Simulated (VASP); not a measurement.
# InP: single point with r2SCAN

Crystal: InP.

```
CELL_PARAMETERS angstrom
0.00000 2.89351 2.89351
2.89351 0.00000 2.89351
2.89351 2.89351 0.00000
ATOMIC_POSITIONS crystal
In 0.00000 0.00000 0.00000
P 0.25000 0.25000 0.25000
```

This cell differs from its parent crystal: volume changed by -6%.

```json
{"Program": "VASP 6.6.1", "Task": "single point", "Functional": "r2SCAN", "Potentials or basis": "VASP PAW PBE potentials, release 64 (In_d, P)", "Cutoff": "520 eV", "k mesh": "6 × 6 × 6", "Occupations": "gaussian, width 0.01 eV", "Spin": "no spin polarisation"}
```

- Pressure: 4.7 GPa
- Band gap on the k mesh: 1.39 eV, direct

Levels at points of the mesh, in eV from the valence-band top:
| k point | band 7 | band 8 | band 9 | band 10 | band 11 | band 12 |
| --- | --- | --- | --- | --- | --- | --- |
| (0.00, 0.00, 0.00) | 0.00 | 0.00 | 0.00 | 1.39 | 4.43 | 4.43 |
| (0.50, 0.00, 0.00) | -6.10 | -1.07 | -1.07 | 1.96 | 5.16 | 5.16 |
| (0.50, 0.50, 0.00) | -6.06 | -2.55 | -2.55 | 1.94 | 2.54 | 10.16 |

It used 49 s of CPU time on 1 thread of AMD EPYC 7R13 Processor (Zen 3) (shared host).

Caveat: the PAW data sets were made with another functional, which shifts forces and pressure a little; spin-orbit coupling is left out, which moves the levels of the heavy elements.
